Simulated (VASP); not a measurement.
Here is a VASP 6.6.1 calculation.

File INCAR:

```
ALGO = Normal ; EDIFF = 1E-7
ENCUT = 520 ; GGA = PS
ISIF = 2 ; ISMEAR = 0
ISPIN = 2 ; LASPH = T
LCHARG = F ; LMAXMIX = 4
LORBIT = 11 ; LREAL = F
LWAVE = F ; MAGMOM = -0.25 -0.25 -0.25 0
NBANDS = 32 ; NELM = 150
PREC = Accurate ; SIGMA = 0.15
```

File KPOINTS:

```
k-points
0
Gamma
  14 14 14
```

File POSCAR:

```
Co3W
1.0
    3.2665194225      0.0000000000      0.0000000000
    0.0000000000      3.2665194225      0.0000000000
    0.0000000000      0.0000000000      3.2665194225
Co W
3 1
Direct
    0.5000000000      0.5000000000      0.0000000000
    0.5000000000      0.0000000000      0.5000000000
    0.0000000000      0.5000000000      0.5000000000
    0.0000000000      0.0000000000      0.0000000000
```

Potentials or basis: VASP PAW PBE potentials, release 64 (Co, W_sv).

Command:

```bash
$ cat potpaw_PBE.64/Co/POTCAR potpaw_PBE.64/W_sv/POTCAR > POTCAR
$ mpirun -np 1 vasp_std > vasp.out
```

Question: Estimate the net moment.

Answer: 0.00 μB per cell.

Question: Estimate the pressure.

Answer: 135.1 GPa.

Caveat: the cell differs from its parent crystal (strain -0.080 along x and y, -0.080 along z); the cell stands under pressure; the PAW data sets were made with another functional, which shifts forces and pressure a little.
